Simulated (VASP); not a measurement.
# As3P (P6_3/mmc) in VASP: a series of runs

As3P is run at these levels: PBE; tasks: single point, relaxation of cell and atoms.

All numbers are computed with VASP 6.6.1; they aren't measurements. Logs are shortened: lines on timing, memory, paths and dates and some standing lists are left out, and cuts for length are marked.

## (1) The cell of the first run

It takes space group P6_3/mmc (No. 194, hexagonal). Conventional cell: a = 5.832 Å, b = 5.832 Å, c = 4.932 Å, α = 90.00°, β = 90.00°, γ = 120.00°. P (site symmetry -6m2) has 12 As at 2.92 to 2.96 Å within 3.8 Å. As (site symmetry mm2) has 8 As at 2.82 to 3.02 Å and 4 P at 2.92 to 2.96 Å within 3.7 Å.

## (2) Single point, PBE

INCAR

```
SYSTEM = As3P
PREC = Accurate ; ENCUT = 520
EDIFF = 1E-6 ; ISMEAR = 0
SIGMA = 0.1 ; LREAL = .FALSE.
LASPH = .TRUE. ; NELM = 60
ALGO = Normal ; ISIF = 2
LWAVE = .FALSE. ; LCHARG = .FALSE.
GGA = PE ; NBANDS = 30
```

KPOINTS

```
Automatic mesh
0
G
  3 3 4
  0 0 0
```

POSCAR

```
As3P
1.0
    5.8318681196      0.0000000000      0.0000000000
   -2.9159340598      5.0505459431      0.0000000000
    0.0000000000      0.0000000000      4.9320417936
P As
2 6
Direct
    0.3333333333      0.6666666667      0.2500000000
    0.6666666667      0.3333333333      0.7500000000
    0.8281055455      0.6562110910      0.2500000000
    0.1718944545      0.8281055455      0.7500000000
    0.3437889090      0.1718944545      0.2500000000
    0.1718944545      0.3437889090      0.7500000000
    0.8281055455      0.1718944545      0.2500000000
    0.6562110910      0.8281055455      0.7500000000
```

Potentials or basis: VASP PAW PBE potentials, release 64 (P, As).

On the command line:

```console
> cat potpaw_PBE.64/P/POTCAR potpaw_PBE.64/As/POTCAR > POTCAR
> mpirun -np 1 vasp_std > vasp.out
```

OUTCAR:

```text
SYSTEM = As3P
   PREC = Accurate
   ENCUT = 520
   EDIFF = 1E-6
   ISMEAR = 0
   LREAL = .FALSE.
   LASPH = .TRUE.
   NELM = 60
   ISIF = 2
   GGA = PE

 ion  position               nearest neighbor table
   1  0.333  0.667  0.250-   3 2.92   5 2.92   7 2.92   7 2.92   3 2.92   5 2.92
   2  0.667  0.333  0.750-   6 2.92   8 2.92   4 2.92   4 2.92   6 2.92   8 2.92
   3  0.828  0.656  0.250-   5 2.82   7 2.82   1 2.92   1 2.92
   4  0.172  0.828  0.750-   8 2.82   6 2.82   2 2.92   2 2.92
   5  0.344  0.172  0.250-   7 2.82   3 2.82   1 2.92   1 2.92
   6  0.172  0.344  0.750-   4 2.82   8 2.82   2 2.92   2 2.92
   7  0.828  0.172  0.250-   5 2.82   3 2.82   1 2.92   1 2.92
   8  0.656  0.828  0.750-   4 2.82   6 2.82   2 2.92   2 2.92

  LATTYP: Found a hexagonal cell.
 ALAT       =     5.8318681196
 C/A-ratio  =     0.8457053027

  Lattice vectors:

 A1 = (   5.8318681196,   0.0000000000,   0.0000000000)
 A2 = (  -2.9159340598,   5.0505459431,   0.0000000000)
 A3 = (   0.0000000000,   0.0000000000,   4.9320417936)

Analysis of symmetry for initial positions (statically):
=====================================================================
 Subroutine PRICEL returns:
 Original cell was already a primitive cell.

 Routine SETGRP: Setting up the symmetry group for a
 hexagonal supercell.

 Subroutine GETGRP returns: Found 24 space group operations
 (whereof 12 operations were pure point group operations)
 out of a pool of 24 trial point group operations.

The static configuration has the point symmetry D_3d.
 The point group associated with its full space group is D_6h.

Analysis of symmetry for dynamics (positions and initial velocities):
=====================================================================
 Subroutine PRICEL returns:
 Original cell was already a primitive cell.

 Routine SETGRP: Setting up the symmetry group for a
 hexagonal supercell.

 Subroutine GETGRP returns: Found 24 space group operations
 (whereof 12 operations were pure point group operations)
 out of a pool of 24 trial point group operations.

The dynamic configuration has the point symmetry D_3d.
 The point group associated with its full space group is D_6h.

 Subroutine INISYM returns: Found 24 space group operations
 (whereof 12 operations are pure point group operations),
 and found     1 'primitive' translations

----------------------------------------------------------------------------------------

                                     Primitive cell

  volume of cell :     145.2689

  direct lattice vectors                    reciprocal lattice vectors
     5.831868120  0.000000000  0.000000000     0.171471642  0.098999198  0.000000000
    -2.915934060  5.050545943  0.000000000     0.000000000  0.197998397  0.000000000
     0.000000000  0.000000000  4.932041794     0.000000000  0.000000000  0.202755784

  length of vectors
     5.831868120  5.831868120  4.932041794     0.197998397  0.197998397  0.202755784

  position of ions in fractional coordinates (direct lattice)
     0.333333333  0.666666667  0.250000000
     0.666666667  0.333333333  0.750000000
     0.828105546  0.656211091  0.250000000
     0.171894454  0.828105546  0.750000000
     0.343788909  0.171894454  0.250000000
     0.171894454  0.343788909  0.750000000
     0.828105546  0.171894454  0.250000000
     0.656211091  0.828105546  0.750000000

  ion indices of the primitive-cell ions
   primitive index   ion index
                 1           1
                 2           2
                 3           3
                 4           4
                 5           5
                 6           6
                 7           7
                 8           8

----------------------------------------------------------------------------------------

 KPOINTS: Automatic mesh

Automatic generation of k-mesh.
 Grid dimensions read from file:
 generate k-points for:    3    3    4

 Generating k-lattice:

  Cartesian coordinates                     Fractional coordinates (reciprocal lattice)
     0.057157214  0.032999733  0.000000000     0.333333333  0.000000000  0.000000000
     0.000000000  0.065999466  0.000000000     0.000000000  0.333333333  0.000000000
     0.000000000  0.000000000  0.050688946     0.000000000  0.000000000  0.250000000

  Length of vectors
     0.065999466  0.065999466  0.050688946

  Shift w.r.t. Gamma in fractional coordinates (k-lattice)
     0.000000000  0.000000000  0.000000000

 Subroutine IBZKPT returns following result:
 ===========================================

 Found      9 irreducible k-points:

 Following reciprocal coordinates:
            Coordinates               Weight
  0.000000  0.000000  0.000000      1.000000
  0.333333 -0.000000  0.000000      6.000000
  0.333333  0.333333  0.000000      2.000000
  0.000000  0.000000  0.250000      2.000000
  0.333333 -0.000000  0.250000     12.000000
  0.333333  0.333333  0.250000      4.000000
  0.000000  0.000000  0.500000      1.000000
  0.333333 -0.000000  0.500000      6.000000
  0.333333  0.333333  0.500000      2.000000
   k-points           NKPTS =      9   k-points in BZ     NKDIM =      9   number of bands    NBANDS=     30
   number of dos      NEDOS =    301   number of ions     NIONS =      8
   total plane-waves  NPLWV =  92160
   dimension x,y,z NGX =    48 NGY =   48 NGZ =   40
   dimension x,y,z NGXF=    96 NGYF=   96 NGZF=   80
   ions per type =               2   6
   NGX,Y,Z   is equivalent  to a cutoff of  13.68, 13.68, 13.48 a.u.
   NGXF,Y,Z  is equivalent  to a cutoff of  27.37, 27.37, 26.97 a.u.
 SYSTEM =  As3P
   PREC   = accura    normal or accurate (medium, high low for compatibility)
   ISTART =      0    job   : 0-new  1-cont  2-samecut
   ICHARG =      2    charge: 1-file 2-atom 10-const
   ISPIN  =      1    spin polarized calculation?
   LNONCOLLINEAR =      F non collinear calculations
   LSORBIT =      F    spin-orbit coupling
   LASPH  =      T    aspherical Exc in radial PAW
   ENCUT  =  520.0 eV  38.22 Ry    6.18 a.u.  10.84 10.84  9.17*2*pi/ulx,y,z
   NELM   =     60;   NELMIN=  2; NELMDL= -5     # of ELM steps
   EDIFF  = 0.1E-05   stopping-criterion for ELM
   LREAL  =      F    real-space projection
   EDIFFG = 0.1E-04   stopping-criterion for IOM
   NSW    =      0    number of steps for IOM
   IBRION =     -1    ionic relax: 0-MD 1-quasi-New 2-CG
   NFREE  =      0    steps in history (QN), initial steepest desc. (CG)
   ISIF   =      2    stress and relaxation
   ISYM   =      2    0-nonsym 1-usesym 2-fastsym
   POTIM  = 0.5000    time-step for ionic-motion
   TEBEG  =    0.0;   TEEND  =   0.0 temperature during run
   PSTRESS=    0.0 pullay stress
   NELECT =      40.0000    total number of electrons
   NUPDOWN=      -1.0000    fix difference up-down
   EMIN   =  10.00;   EMAX   =-10.00  energy-range for DOS
   EFERMI =   0.00;   METHOD = LEGACY
   ISMEAR =     0;   SIGMA  =   0.10  broadening in eV -4-tet -1-fermi 0-gaus
   EFERMI_NEDOS =   21; number of points for ismear=-14 and -15
   IALGO  =     38    algorithm
   IMIX   =      4    mixing-type and parameters
     AMIX     =   0.40;   BMIX     =  1.00
     AMIX_MAG =   1.60;   BMIX_MAG =  1.00
  volume/ion in A,a.u.               =      18.16       122.54
  Fermi-wavevector in a.u.,A,eV,Ry     =   1.065051  2.012655 15.433558  1.134335
  Thomas-Fermi vector in A             =   2.200590
   LORBIT       =      0    0 simple, 1 ext, 2 COOP (PROOUT), +10 PAW based schemes
   GGA     = PE    functional components
   LHFCALC =     F    Hartree Fock is set to
   AEXX    =    0.0000 exact exchange contribution
   IVDW    =     0    specifies the selected vdW correction
   LEPSILON=     F    determine dielectric tensor
   LRPA    =     F    only Hartree local field effects (RPA)
 non-spin polarized calculation
 Gauss-broadening in eV      SIGMA  =   0.10
  energy-cutoff  :      520.00
  volume of cell :      145.27
 maximum number of plane-waves:      3921
 NGX is ok and might be reduce to    48
   NGX = 21   NGY = 21   NGZ = 19

 number of electron      39.9999997 magnetization

 Free energy of the ion-electron system (eV)
  ---------------------------------------------------
  ext. energy  EPLUGINS =         0.00000000
  ---------------------------------------------------
  free energy    TOTEN  =       -34.57309257 eV

  energy without entropy =      -34.56385304  energy(sigma->0) =      -34.56847280

 E-fermi :   6.9966     XC(G=0): -10.8663

 val. band max:        6.9667643935   @ k =   0.0000   0.0000   0.0000
 cond. band min:       7.0563324736   @ k =   0.3333   0.3333   0.5000
 fundamental gap:      0.0895680801
 Fermi energy:         6.9965791199

 k-point     1 :       0.0000    0.0000    0.0000
  band No.  band energies     occupation
      1      -8.2412      2.00000
      2      -4.2796      2.00000
      3      -3.6984      2.00000
      4      -3.6984      2.00000
      5      -3.3021      2.00000
      6      -2.4390      2.00000
[... 22 lines left out ...]
     29      11.6730      0.00000
     30      12.3715      0.00000

 k-point     2 :       0.3333   -0.0000    0.0000
  band No.  band energies     occupation
      1      -7.6321      2.00000
      2      -5.8506      2.00000
      3      -4.2345      2.00000
      4      -4.2216      2.00000
      5      -3.2891      2.00000
      6      -1.9711      2.00000
[... 22 lines left out ...]
     29      10.5520      0.00000
     30      11.6066      0.00000

 k-point     3 :       0.3333    0.3333    0.0000
  band No.  band energies     occupation
      1      -6.5008      2.00000
      2      -6.5008      2.00000
      3      -6.2780      2.00000
      4      -2.5721      2.00000
      5      -2.5721      2.00000
      6      -2.3112      2.00000
[... 187 lines left out ...]
     29       9.7956      0.00000
     30       9.7956      0.00000

 k-point     9 :       0.3333    0.3333    0.5000
  band No.  band energies     occupation
      1      -5.4412      2.00000
      2      -5.4412      2.00000
      3      -4.9141      2.00000
      4      -4.9141      2.00000
      5      -4.7757      2.00000
      6      -4.7757      2.00000
[... 22 lines left out ...]
     29       8.7346      0.00000
     30       8.7346      0.00000

------------------------ aborting loop because EDIFF is reached ----------------------------------------

  FORCE on cell =-STRESS in cart. coord.  units (eV):
  Direction    XX          YY          ZZ          XY          YZ          ZX
  --------------------------------------------------------------------------------------
  -------------------------------------------------------------------------------------
  Total        0.0224922      0.0224922     -0.0494016      0.0000000      0.0000000     -0.0000000
  in kB        0.2480671      0.2480671     -0.5448526      0.0000000      0.0000000     -0.0000000
  external PRESSURE =      -0.0162395 kB  Pullay stress =       0.0000000 kB

 VOLUME and BASIS-vectors are now :
 -----------------------------------------------------------------------------
  energy-cutoff  :      520.00
  volume of cell :      145.27
      direct lattice vectors                 reciprocal lattice vectors
     5.831868120  0.000000000  0.000000000     0.171471642  0.098999198  0.000000000
    -2.915934060  5.050545943  0.000000000     0.000000000  0.197998397  0.000000000
     0.000000000  0.000000000  4.932041794     0.000000000  0.000000000  0.202755784

 POSITION                                       TOTAL-FORCE (eV/Angst)
 -----------------------------------------------------------------------------------
     -0.00000      3.36703      1.23301         0.000000     -0.000000      0.000000
      2.91593      1.68352      3.69903         0.000000     -0.000000      0.000000
      2.91593      3.31422      1.23301        -0.000000     -0.005758      0.000000
     -1.41224      4.18239      3.69903         0.004987     -0.002879      0.000000
      1.50370      0.86816      1.23301         0.004987      0.002879      0.000000
      0.00000      1.73632      3.69903         0.000000      0.005758     -0.000000
      4.32817      0.86816      1.23301        -0.004987      0.002879      0.000000
      1.41224      4.18239      3.69903        -0.004987     -0.002879      0.000000
 -----------------------------------------------------------------------------------
    total drift:                               -0.000000      0.000000      0.000000

  FREE ENERGIE OF THE ION-ELECTRON SYSTEM (eV)
  ---------------------------------------------------
  free  energy   TOTEN  =       -34.5730925684 eV

  energy  without entropy=      -34.5638530367  energy(sigma->0) =      -34.56847280
```

It took 19 s on 1 thread of Intel Xeon 6975P-C (Granite Rapids), shared host; peak memory 0.28 GiB.

Results:

```
Free energy            : -34.5731 eV
Pressure               : 0.0 GPa
Largest force          : 0.006 eV/Å
Band gap on the k mesh : zero (bands 20 and 21 overlap by 2.72 eV)
```

Forces on the atoms (eV/Å):
```
P    0.000  0.000  0.000
P    0.000  0.000  0.000
As   0.000 -0.006  0.000
As   0.005 -0.003  0.000
As   0.005  0.003  0.000
As   0.000  0.006  0.000
As  -0.005  0.003  0.000
As  -0.005 -0.003  0.000
```

Caveat: the k points lie up to 0.41 Å⁻¹ apart, too coarse for converged energies and pressures of a metal.

(Continued in part 2 of 2.)

The gap in the log of VASP goes by the Fermi energy; the results here count the filled bands.